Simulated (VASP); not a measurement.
SrTiO3:

```xyz
5
Lattice="3.9069 0.0000 0.0000 0.0000 3.9069 0.0000 0.0000 0.0000 3.8678" Properties=species:S:1:pos:R:3 pbc="T T T"
Sr    0.0000    0.0000    0.0000
Ti    1.9534    1.9534    1.9339
O     1.9534    1.9534    0.0000
O     1.9534    0.0000    1.9339
O     0.0000    1.9534    1.9339
```

This cell differs from its parent crystal: uniaxial z strain -1.0%.

Base run:

* Program: VASP 6.6.1
* Functional: PBE
* Potentials or basis: VASP PAW PBE potentials, release 64 (Sr_sv, Ti_sv, O)
* Cutoff: 520 eV
* k mesh: 6 × 6 × 6
* Occupations: fermi-dirac, width 0.02 eV
* Spin: no spin polarisation

Its results: band gap on the k mesh 1.85 eV (least direct gap 2.20 eV); pressure 6.7 GPa.

**Question.** The run is repeated on the same cell with these changes: functional from PBE to r2SCAN; occupations from fermi-dirac, width 0.02 eV to gaussian, width 0.01 eV. What comes out?

**Answer.** Band gap on the k mesh 2.28 eV (least direct gap 2.66 eV); pressure 2.9 GPa.

Caveats: the cell stands under pressure (at least some runs); the PAW data sets were made with another functional, which shifts forces and pressure a little (at least some runs).

A k mesh can miss the band edges.
